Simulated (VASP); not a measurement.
The system is C.

```
C
1.0
     0.00337   -0.01738    2.07648
     3.33697   -0.03369    0.00554
    -0.03369    3.36826   -0.02856
C
4
Direct
  0.94282 0.20910 0.20851
  0.04527 0.21389 0.73254
  0.00899 0.73454 0.24468
  0.00292 0.84246 0.81427
```

```yaml
Program: VASP 6.6.1
Task: relaxation of cell and atoms
Functional: PBE
Potentials_or_basis: VASP PAW PBE potentials, release 64 (C)
Cutoff: 600 eV
k_mesh: 10 × 6 × 6
Occupations: gaussian, width 0.2 eV
Spin: no spin polarisation
```

At the start: pressure 48.9 GPa; volume 5.83 Å³/atom.

Question: Where does the relaxation end?

Answer: Over 52 steps the energy falls by 3017.6 meV/atom and the volume is 8.04 Å³/atom (+37.8 %); space group P6/mmm (No. 191, to 0.05 Å).

The path:
| step | energy change (eV) | largest force (eV/Å) | pressure (GPa) | volume (Å³) |
| --- | --- | --- | --- | --- |
| 1 | 0.0000 | 9.4380 | 48.95 | 23.34 |
| 3 | -1.0436 | 3.2533 | -32.14 | 29.81 |
| 5 | -1.3633 | 3.2957 | -26.14 | 29.05 |
| 7 | -1.7273 | 3.9856 | 6.21 | 27.08 |
| 9 | -1.8188 | 1.8942 | -6.11 | 27.62 |
| 11 | -2.1059 | 2.4664 | -1.18 | 25.98 |
| 13 | -3.7417 | 8.3390 | 23.60 | 23.19 |
| 15 | -3.9565 | 8.3876 | 22.53 | 23.08 |
| 17 | -4.0785 | 8.2924 | 29.34 | 22.80 |
| 19 | -4.1109 | 8.1360 | 37.16 | 22.55 |
| 21 | -4.2022 | 8.2522 | 45.99 | 22.32 |
| 23 | -4.2114 | 8.3272 | 48.89 | 22.25 |
| 25 | -4.4792 | 7.6983 | 45.63 | 22.33 |
| 27 | -5.3885 | 5.0003 | 35.45 | 22.70 |
| 29 | -6.3068 | 5.3825 | 24.14 | 23.55 |
| 31 | -8.2824 | 5.2765 | -13.85 | 26.54 |
| 33 | -9.1187 | 4.0725 | -11.23 | 26.35 |
| 35 | -10.7934 | 1.3667 | 14.39 | 26.91 |
| 37 | -11.0588 | 1.5895 | 26.60 | 27.09 |
| 39 | -11.6607 | 2.0586 | 20.05 | 28.45 |
| 41 | -11.8299 | 3.6534 | 14.47 | 29.68 |
| 43 | -11.9984 | 0.6843 | 2.48 | 30.94 |
| 45 | -12.0526 | 0.7036 | 0.65 | 31.64 |
| 47 | -12.0651 | 0.2802 | 1.12 | 31.86 |
| 49 | -12.0690 | 0.2515 | 0.74 | 32.02 |
| 51 | -12.0703 | 0.0237 | 0.18 | 32.14 |
| 52 | -12.0705 | 0.0224 | 0.09 | 32.16 |

Final structure:
```
CELL_PARAMETERS angstrom
0.00090 -0.00584 3.06930
4.25326 -0.00606 -0.00884
0.00300 2.46331 -0.00325
ATOMIC_POSITIONS crystal
C 0.99997 0.16679 0.24993
C 0.99996 0.33321 0.75003
C 0.00002 0.83316 0.25011
C 0.00005 0.66684 0.74993
```

Caveat: the volume moved by over 15 % at a fixed basis, so the end points are rough.
